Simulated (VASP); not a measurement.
# Be16H (a cell with a defect) in VASP: single point with PBEsol

Aim: the single point of Be16H (a cell with a defect) with PBEsol.

Everything below comes from runs of VASP 6.6.1. Logs are shortened: lines on timing, memory, paths and dates and some standing lists are left out, and cuts for length are marked.

### 1 The cell of the first run

The cell holds a defect, 17 atoms: a = 4.580 Å, b = 3.966 Å, c = 7.177 Å, α = 90.00°, β = 90.00°, γ = 90.00°.

### 2 Single point, PBEsol

The input, INCAR:

```
SYSTEM = Be16H
PREC = Accurate ; ENCUT = 520
EDIFF = 1E-7 ; ISMEAR = -1
SIGMA = 0.15 ; LREAL = Auto
LASPH = .TRUE. ; NELM = 60
ALGO = Normal ; ISIF = 2
LWAVE = .FALSE. ; LCHARG = .TRUE.
GGA = PS ; LELF = .TRUE.
LVHAR = .TRUE. ; NBANDS = 30
```

The input, KPOINTS:

```
Automatic mesh
0
G
  4 4 3
  0 0 0
```

The input, POSCAR:

```
Be16H
1.0
   -2.2900000000     -3.9663960000      0.0000000000
    3.4350000000     -1.9831980000      0.0000000000
    0.0000000000      0.0000000000      7.1768600000
Be H
16 1
Direct
    0.7497343814      0.4995574706     -0.0006804611
    0.5002038560      0.3336617493      0.2484751405
    0.7497774059      0.4992990297      0.4960685586
    0.5220074765      0.3196778031      0.7494469292
    0.5000771579     -0.0000105533     -0.0022920659
    0.2497332488      0.8363091694      0.2478254002
    0.5013391232      0.0001665011      0.4966526551
    0.2497201419      0.8680153764      0.7485308790
    0.2496964870      0.5007207268      0.0041247988
   -0.0006956971      0.3337328613      0.2484801099
    0.2497617355      0.5012598786      0.4956143471
   -0.0223216409      0.3197420254      0.7494268277
   -0.0007026164      0.0000441012     -0.0023076109
    0.7497518230      0.8327283411      0.2472285545
   -0.0018252195      0.0001810911      0.4966517150
    0.7497012227      0.8216781839      0.7470754994
    0.2499073141      0.5029336445      0.7230824227
```

Potentials or basis: VASP PAW PBE potentials, release 64 (Be, H).

Started as:

```
cat potpaw_PBE.64/Be/POTCAR potpaw_PBE.64/H/POTCAR > POTCAR
mpirun -np 1 vasp_std > vasp.out
```

OUTCAR:

```text
SYSTEM = Be16H
   PREC = Accurate
   ENCUT = 520
   EDIFF = 1E-7
   ISMEAR = -1
   LREAL = Auto
   LASPH = .TRUE.
   NELM = 60
   ISIF = 2
   GGA = PS

 ion  position               nearest neighbor table
   1  0.750  0.500  0.999-   4 2.19  12 2.19  16 2.22  14 2.22   2 2.22  10 2.22  13 2.29   5 2.29
                             9 2.29   9 2.29  13 2.29   5 2.29
   2  0.500  0.334  0.248-   9 2.20   3 2.21  11 2.21   7 2.22   1 2.22   5 2.23   6 2.28  14 2.29
                            10 2.29  14 2.29  10 2.29   6 2.30
   3  0.750  0.499  0.496-  16 2.21  10 2.21   2 2.21   4 2.21  12 2.21  14 2.22  15 2.28   7 2.28
                            15 2.29   7 2.29  11 2.29  11 2.29
   4  0.522  0.320  0.749-  17 1.46  12 2.09   8 2.18   5 2.19   1 2.19   3 2.21   7 2.22  16 2.23
                            16 2.25  11 2.32   9 2.33
   5  0.500  1.000  0.998-   8 2.19   4 2.19  14 2.23   6 2.23   2 2.23  16 2.25  13 2.29   1 2.29
                             9 2.29   1 2.29  13 2.29   9 2.29
   6  0.250  0.836  0.248-   9 2.20  11 2.22  15 2.22   7 2.22   5 2.23  13 2.23   2 2.28  10 2.28
                            14 2.29  14 2.29  10 2.30   2 2.30
   7  0.501  0.000  0.497-   8 2.21   4 2.22   2 2.22   6 2.22  14 2.22  16 2.24  15 2.28   3 2.28
                             3 2.29  11 2.29  11 2.30  15 2.30
   8  0.250  0.868  0.749-  17 1.46  12 2.18   4 2.18   5 2.19  13 2.19  15 2.21   7 2.21  16 2.30
                            16 2.30  11 2.33   9 2.34
   9  0.250  0.501  0.004-  10 2.20   2 2.20   6 2.20   5 2.29  13 2.29   1 2.29   1 2.29  13 2.29
                             5 2.29  12 2.33   4 2.33   8 2.34
  10  0.999  0.334  0.248-   9 2.20   3 2.21  11 2.21  15 2.22   1 2.22  13 2.23   6 2.28  14 2.29
                             2 2.29  14 2.29   2 2.29   6 2.30
  11  0.250  0.501  0.496-  17 1.63  10 2.21   2 2.21   6 2.22   7 2.29   3 2.29  15 2.29   3 2.29
                            15 2.30   7 2.30  12 2.32   4 2.32   8 2.33
  12  0.978  0.320  0.749-  17 1.46   4 2.09   8 2.18  13 2.19   1 2.19   3 2.21  15 2.22  16 2.23
                            16 2.25  11 2.32   9 2.33
  13  0.999  0.000  0.998-   8 2.19  12 2.19  14 2.23   6 2.23  10 2.23  16 2.25   5 2.29   1 2.29
                             9 2.29   1 2.29   5 2.29   9 2.29
  14  0.750  0.833  0.247-   1 2.22   3 2.22   7 2.22  15 2.22  13 2.23   5 2.23  10 2.29   2 2.29
                             6 2.29   6 2.29   2 2.29  10 2.29
  15  0.998  0.000  0.497-   8 2.21  12 2.22  10 2.22   6 2.22  14 2.22  16 2.24   7 2.28   3 2.28
                             3 2.29  11 2.29  11 2.30   7 2.30
  16  0.750  0.822  0.747-   3 2.21   1 2.22   4 2.23  12 2.23   7 2.24  15 2.24  13 2.25   5 2.25
                             4 2.25  12 2.25   8 2.30   8 2.30
  17  0.250  0.503  0.723-   4 1.46  12 1.46   8 1.46  11 1.63

  LATTYP: Found a simple orthorhombic cell.
 ALAT       =     3.9663962620
 B/A-ratio  =     1.1547004875
 C/A-ratio  =     1.8094157835

  Lattice vectors:

 A1 = (  -3.4350000000,   1.9831980000,   0.0000000000)
 A2 = (  -2.2900000000,  -3.9663960000,   0.0000000000)
 A3 = (   0.0000000000,   0.0000000000,   7.1768600000)

Analysis of symmetry for initial positions (statically):
=====================================================================
 Subroutine PRICEL returns:
 Original cell was already a primitive cell.

 Routine SETGRP: Setting up the symmetry group for a
 simple orthorhombic supercell.

 Subroutine GETGRP returns: Found  1 space group operations
 (whereof  1 operations were pure point group operations)
 out of a pool of  8 trial point group operations.

The static configuration has the point symmetry C_1 .

Analysis of symmetry for dynamics (positions and initial velocities):
=====================================================================
 Subroutine PRICEL returns:
 Original cell was already a primitive cell.

 Routine SETGRP: Setting up the symmetry group for a
 simple orthorhombic supercell.

 Subroutine GETGRP returns: Found  1 space group operations
 (whereof  1 operations were pure point group operations)
 out of a pool of  8 trial point group operations.

The dynamic configuration has the point symmetry C_1 .

 Subroutine INISYM returns: Found  1 space group operations
 (whereof  1 operations are pure point group operations),
 and found     1 'primitive' translations

----------------------------------------------------------------------------------------

                                     Primitive cell

  volume of cell :     130.3755

  direct lattice vectors                    reciprocal lattice vectors
    -2.290000000 -3.966396000  0.000000000    -0.109170306 -0.189088533  0.000000000
     3.435000000 -1.983198000  0.000000000     0.218340611 -0.126059022  0.000000000
     0.000000000  0.000000000  7.176860000     0.000000000  0.000000000  0.139336702

  length of vectors
     4.579999697  3.966396262  7.176860000     0.218340626  0.252118027  0.139336702
[... 54 lines left out ...]

  Length of vectors
     0.054585156  0.063029507  0.046445567

  Shift w.r.t. Gamma in fractional coordinates (k-lattice)
     0.000000000  0.000000000  0.000000000

 Subroutine IBZKPT returns following result:
 ===========================================

 Found     26 irreducible k-points:

 Following reciprocal coordinates:
            Coordinates               Weight
  0.000000  0.000000  0.000000      1.000000
  0.250000  0.000000  0.000000      2.000000
  0.500000  0.000000  0.000000      1.000000
  0.000000  0.250000  0.000000      2.000000
  0.250000  0.250000  0.000000      2.000000
 -0.250000  0.250000  0.000000      2.000000
[... 16 lines left out ...]
  0.000000  0.500000  0.333333      2.000000
  0.250000  0.500000  0.333333      2.000000
 [... further k-points ...]
   k-points           NKPTS =     26   k-points in BZ     NKDIM =     26   number of bands    NBANDS=     30
   number of dos      NEDOS =    301   number of ions     NIONS =     17
   total plane-waves  NPLWV =  58320
   dimension x,y,z NGX =    36 NGY =   30 NGZ =   54
   dimension x,y,z NGXF=    72 NGYF=   60 NGZF=  108
   ions per type =              16   1
   NGX,Y,Z   is equivalent  to a cutoff of  13.07, 12.57, 12.51 a.u.
   NGXF,Y,Z  is equivalent  to a cutoff of  26.13, 25.15, 25.02 a.u.
 SYSTEM =  Be16H
   PREC   = accura    normal or accurate (medium, high low for compatibility)
   ISTART =      0    job   : 0-new  1-cont  2-samecut
   ICHARG =      2    charge: 1-file 2-atom 10-const
   ISPIN  =      1    spin polarized calculation?
   LNONCOLLINEAR =      F non collinear calculations
   LSORBIT =      F    spin-orbit coupling
   LASPH  =      T    aspherical Exc in radial PAW
   ENCUT  =  520.0 eV  38.22 Ry    6.18 a.u.   8.52  7.37 13.34*2*pi/ulx,y,z
   NELM   =     60;   NELMIN=  2; NELMDL= -5     # of ELM steps
   EDIFF  = 0.1E-06   stopping-criterion for ELM
   LREAL  =      T    real-space projection
   EDIFFG = 0.1E-05   stopping-criterion for IOM
   NSW    =      0    number of steps for IOM
   IBRION =     -1    ionic relax: 0-MD 1-quasi-New 2-CG
   NFREE  =      0    steps in history (QN), initial steepest desc. (CG)
   ISIF   =      2    stress and relaxation
   ISYM   =      2    0-nonsym 1-usesym 2-fastsym
   POTIM  = 0.5000    time-step for ionic-motion
   TEBEG  =    0.0;   TEEND  =   0.0 temperature during run
   PSTRESS=    0.0 pullay stress
   NELECT =      33.0000    total number of electrons
   NUPDOWN=      -1.0000    fix difference up-down
   EMIN   =  10.00;   EMAX   =-10.00  energy-range for DOS
   EFERMI =   0.00;   METHOD = LEGACY
   ISMEAR =    -1;   SIGMA  =   0.15  broadening in eV -4-tet -1-fermi 0-gaus
   EFERMI_NEDOS =   21; number of points for ismear=-14 and -15
   IALGO  =     38    algorithm
   IMIX   =      4    mixing-type and parameters
     AMIX     =   0.40;   BMIX     =  1.00
     AMIX_MAG =   1.60;   BMIX_MAG =  1.00
  volume/ion in A,a.u.               =       7.67        51.75
  Fermi-wavevector in a.u.,A,eV,Ry     =   1.035573  1.956950 14.591049  1.072412
  Thomas-Fermi vector in A             =   2.169923
   LORBIT       =      0    0 simple, 1 ext, 2 COOP (PROOUT), +10 PAW based schemes
   GGA     = PS    functional components
   LHFCALC =     F    Hartree Fock is set to
   AEXX    =    0.0000 exact exchange contribution
   IVDW    =     0    specifies the selected vdW correction
   LEPSILON=     F    determine dielectric tensor
   LRPA    =     F    only Hartree local field effects (RPA)
 non-spin polarized calculation
  energy-cutoff  :      520.00
  volume of cell :      130.38
 maximum number of plane-waves:      3529
 NGX is ok and might be reduce to    36
   NGX = 17   NGY = 15   NGZ = 27

 number of electron      33.0000000 magnetization

 Free energy of the ion-electron system (eV)
  ---------------------------------------------------
  ext. energy  EPLUGINS =         0.00000000
  ---------------------------------------------------
  free energy    TOTEN  =       -65.66739234 eV

  energy without entropy =      -65.53357764  energy(sigma->0) =      -65.60048499

 E-fermi :   7.3859     XC(G=0): -10.5845

 val. band max:        7.3585273463   @ k =   0.5000   0.0000   0.0000
 cond. band min:       7.4408243872   @ k =   0.5000   0.2500   0.0000
 fundamental gap:      0.0822970409
 Fermi energy:         7.3859269229

 k-point     1 :       0.0000    0.0000    0.0000
  band No.  band energies     occupation
      1      -5.1295      2.00000
      2      -2.9502      2.00000
      3      -2.1909      2.00000
      4      -0.3034      2.00000
      5       0.9474      2.00000
      6       1.5254      2.00000
[... 733 lines left out ...]
     27      12.9546      0.00000
     28      13.2706      0.00000

 [... further k-points ...]

 [bands above 28 left out]

------------------------ aborting loop because EDIFF is reached ----------------------------------------

  FORCE on cell =-STRESS in cart. coord.  units (eV):
  Direction    XX          YY          ZZ          XY          YZ          ZX
  --------------------------------------------------------------------------------------
  -------------------------------------------------------------------------------------
  Total       -0.2674343     -0.2247713      0.6019535      0.0383347      0.0000892     -0.0008875
  in kB       -3.2864856     -2.7622023      7.3973722      0.4710924      0.0010968     -0.0109065
  external PRESSURE =       0.4495614 kB  Pullay stress =       0.0000000 kB

 VOLUME and BASIS-vectors are now :
 -----------------------------------------------------------------------------
  energy-cutoff  :      520.00
  volume of cell :      130.38
      direct lattice vectors                 reciprocal lattice vectors
    -2.290000000 -3.966396000  0.000000000    -0.109170306 -0.189088533  0.000000000
     3.435000000 -1.983198000  0.000000000     0.218340611 -0.126059022  0.000000000
     0.000000000  0.000000000  7.176860000     0.000000000  0.000000000  0.139336702

 POSITION                                       TOTAL-FORCE (eV/Angst)
 -----------------------------------------------------------------------------------
     -0.00091     -3.96446      7.17198        -0.000800     -0.000068      0.000127
      0.00066     -2.64572      1.78327         0.005543      0.000597      0.004997
     -0.00190     -3.96412      3.56021        -0.000994      0.001072     -0.000619
     -0.09730     -2.70447      5.37868        -0.004317     -0.002048      0.002956
      2.28979     -3.96668      7.16041         0.000331      0.002694     -0.001951
      2.30083     -2.64911      1.77861        -0.000484      0.000066      0.003053
[... 9 lines left out ...]
      1.10565     -4.60316      5.36166        -0.004785      0.000483      0.009304
      1.15529     -1.98865      5.18946         0.002428      0.002323     -0.015170
 -----------------------------------------------------------------------------------
    total drift:                                0.000050     -0.000536      0.001335

  FREE ENERGIE OF THE ION-ELECTRON SYSTEM (eV)
  ---------------------------------------------------
  free  energy   TOTEN  =       -65.6673923367 eV

  energy  without entropy=      -65.5335776425  energy(sigma->0) =      -65.60048499
```

It took 3.3 min on 1 thread of AMD EPYC 7R43 (Zen 3), shared host; peak memory 0.21 GiB.

What came out:

```yaml
Free_energy: -65.6674 eV
Pressure: 0.0 GPa
Largest_force: 0.016 eV/Å
```

Forces on the atoms (eV/Å):
```
Be  -0.001  0.000  0.000
Be   0.006  0.001  0.005
Be  -0.001  0.001 -0.001
Be  -0.004 -0.002  0.003
Be   0.000  0.003 -0.002
Be   0.000  0.000  0.003
Be  -0.005 -0.005 -0.001
Be   0.001 -0.001  0.011
Be   0.000 -0.002 -0.013
Be   0.001 -0.003  0.004
Be  -0.004  0.002  0.000
Be   0.003  0.006  0.003
Be  -0.004 -0.004 -0.002
Be   0.009 -0.004 -0.005
Be   0.002  0.007 -0.001
Be  -0.005  0.000  0.009
H    0.002  0.002 -0.015
```

Stress tensor (GPa, compression positive):
```
-0.33  0.05  0.00
 0.05 -0.28  0.00
 0.00  0.00  0.74
```

Levels at points of the mesh, in eV from the Fermi level:
| k point | band 14 | band 15 | band 16 | band 17 | band 18 | band 19 |
| --- | --- | --- | --- | --- | --- | --- |
| (0.00, 0.00, 0.00) | -3.72 | -0.82 | 0.14 | 0.38 | 0.52 | 0.86 |
| (0.50, 0.00, 0.00) | -2.43 | -2.38 | -2.35 | -0.35 | -0.03 | 0.38 |
| (0.00, 0.50, 0.00) | -3.69 | -2.72 | -2.57 | -0.14 | 0.63 | 0.64 |
| (0.50, 0.50, 0.00) | -1.06 | -0.97 | -0.83 | -0.48 | 0.35 | 0.52 |

Caveat: the k points lie up to 0.40 Å⁻¹ apart; the PAW data sets were made with another functional, which shifts forces and pressure a little.
